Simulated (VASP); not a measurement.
Input of a VASP 6.6.1 run:

File INCAR:

```
SYSTEM = Co
PREC = Accurate
ENCUT = 520
EDIFF = 1E-7
ISMEAR = 0
SIGMA = 0.1
LREAL = .False.
LASPH = .True.
NELM = 150
ALGO = Normal
ISIF = 2
LWAVE = .False.
LCHARG = .False.
ISPIN = 2
MAGMOM = 1.88 1.88 1.88 1.88
LORBIT = 11
LMAXMIX = 4
GGA = PE
NBANDS = 30
```

File KPOINTS:

```
regular mesh
0
Gamma
  24 24 8
  0 0 0
```

File POSCAR:

```
Co
1.0
    2.5414269160      0.0000000000      0.0000000000
   -1.2707134580      2.2009402711      0.0000000000
    0.0000000000      0.0000000000      8.0055145589
Co
4
Direct
    0.0000000000      0.0000000000      0.0000000000
    0.3333333333      0.6666666667      0.2500000000
    0.0000000000      0.0000000000      0.5000000000
    0.6666666667      0.3333333333      0.7500000000
```

Potentials or basis: VASP PAW PBE potentials, release 64 (Co).

Launch:

```sh
$ cat potpaw_PBE.64/Co/POTCAR > POTCAR
$ mpirun -np 1 vasp_std > vasp.out
```

Estimate the site moments.

Co +1.66, +1.67 (each value once) μB.

Estimate the pressure.

-6.0 GPa.

Stress tensor (GPa, compression positive):
```
-8.67  0.00  0.00
 0.00 -8.67  0.00
 0.00  0.00 -0.80
```

Caveat: the cell differs from its parent crystal (biaxial strain in the a-b plane: +2.0 %, then relaxed in part); the cell stands under tension.
